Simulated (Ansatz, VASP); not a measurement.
HfB: VASP beside Ansatz

```
Hf B
1.0
     3.34118    0.00000    0.00000
    -1.67059    2.89355    0.00000
     0.00000    0.00000    6.14981
Hf B
2 2
Direct
  0.00000 0.00000 0.00000
  0.00000 0.00000 0.50000
  0.33333 0.66667 0.25000
  0.66667 0.33333 0.75000
```

Alike in both runs: functional PBE; k mesh 12 × 12 × 6; occupations gaussian, width 0.1 eV; no spin polarisation.

Ansatz relaxed the structure, and its values are those at the end. VASP's run is a single point on that final structure, the one shown.

|  | VASP | Ansatz |
| --- | --- | --- |
| version | VASP 6.6.1 | Ansatz 0.2.0 |
| potentials or method | VASP PAW PBE potentials, release 64 (Hf_pv, B), cutoff 520 eV | scalar-relativistic, plane waves, PAW |
| valence electrons in the cell | 26 | 58 |

```tsv
	VASP	Ansatz	Ansatz less VASP
gap on the k mesh at the Fermi level (eV)	none	none	-
pressure (GPa)	-0.2	0.0	+0.16
```

A gap of «none» marks a metal or a gap that the smearing closes. The functional is the same, so the differences come from potentials, cutoffs and numerics. VASP's potentials hold 26 valence electrons a cell and Ansatz's 58, so a difference there can come from the potentials and not from the codes.

Spin-orbit coupling is off throughout.
